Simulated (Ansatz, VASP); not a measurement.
Si2C: VASP beside Ansatz

The input INCAR:

```
PREC = Accurate
ENCUT = 600
EDIFF = 1E-6
ISMEAR = 0
SIGMA = 0.1
LREAL = F
LASPH = T
NELM = 60
ALGO = Normal
ISIF = 3
LWAVE = F
LCHARG = F
GGA = PE
IBRION = 2
NSW = 100
EDIFFG = -0.01
```

The input KPOINTS:

```
regular mesh
0
Gamma
  12 12 4
```

The input POSCAR:

```
Si2C
1.0
    3.2114014936      0.0000000000      0.0000000000
   -1.6057007468      2.7811552752      0.0000000000
    0.0000000000      0.0000000000      8.9054525263
Si C
4 2
Direct
    0.3333333333      0.6666666667      0.0730167105
    0.6666666667      0.3333333333      0.6639021336
    0.3333333333      0.6666666667      0.3360978664
    0.6666666667      0.3333333333      0.9269832895
    0.0000000000      0.0000000000      0.4090390565
    0.0000000000      0.0000000000      0.5909609435
```

Input for Ansatz:

```yaml
crystal:
  lattice:
    - [3.2114014936, 0.0, 0.0]
    - [-1.6057007468, 2.7811552752, 0.0]
    - [0.0, 0.0, 8.9054525263]
  atoms:
    - { symbol: Si, position: [0.3333333333, 0.6666666667, 0.0730167105] }
    - { symbol: Si, position: [0.6666666667, 0.3333333333, 0.6639021336] }
    - { symbol: Si, position: [0.3333333333, 0.6666666667, 0.3360978664] }
    - { symbol: Si, position: [0.6666666667, 0.3333333333, 0.9269832895] }
    - { symbol: C, position: [0.0, 0.0, 0.4090390565] }
    - { symbol: C, position: [0.0, 0.0, 0.5909609435] }
basis:
  ecutwfc: 420
kpoints:
  mp_grid: { grid: [12, 12, 4] }
hamiltonian:
  xc: pbe
scf:
  occupations: { method: gaussian, width: 0.1 }
output:
  forces: true
  stress: true
  eigenvalues: true
relax:
  adjacent_minimum: "off"
  f_tol: 0.01
  max_steps: 80
  cell: { stress_tol: 0.05 }
```

Alike in both runs: task relaxation of cell and atoms; functional PBE; k mesh 12 × 12 × 4; occupations gaussian, width 0.1 eV; no spin polarisation.

|  | VASP | Ansatz |
| --- | --- | --- |
| version | VASP 6.6.1 | Ansatz 0.2.0 |
| potentials or method | VASP PAW PBE potentials, release 64 (Si, C), cutoff 600 eV | scalar-relativistic, plane waves, PAW |
| valence electrons in the cell | 24 | 24 |

VASP gave:

```
gap on the k mesh at the Fermi level, each at its own relaxed structure (eV) : none
relaxed volume (Å³/atom)                                                     : 13.21
relaxed length of the cell vector where the two differ most in proportion (Å)              : 8.925
```

Task: What did Ansatz give for the same quantities?

Result: gap on the k mesh at the Fermi level, each at its own relaxed structure (eV): none; relaxed volume (Å³/atom): 13.23; relaxed length of the cell vector where the two differ most in proportion (Å): 8.930.

A gap of «none» marks a metal or a gap that the smearing closes.
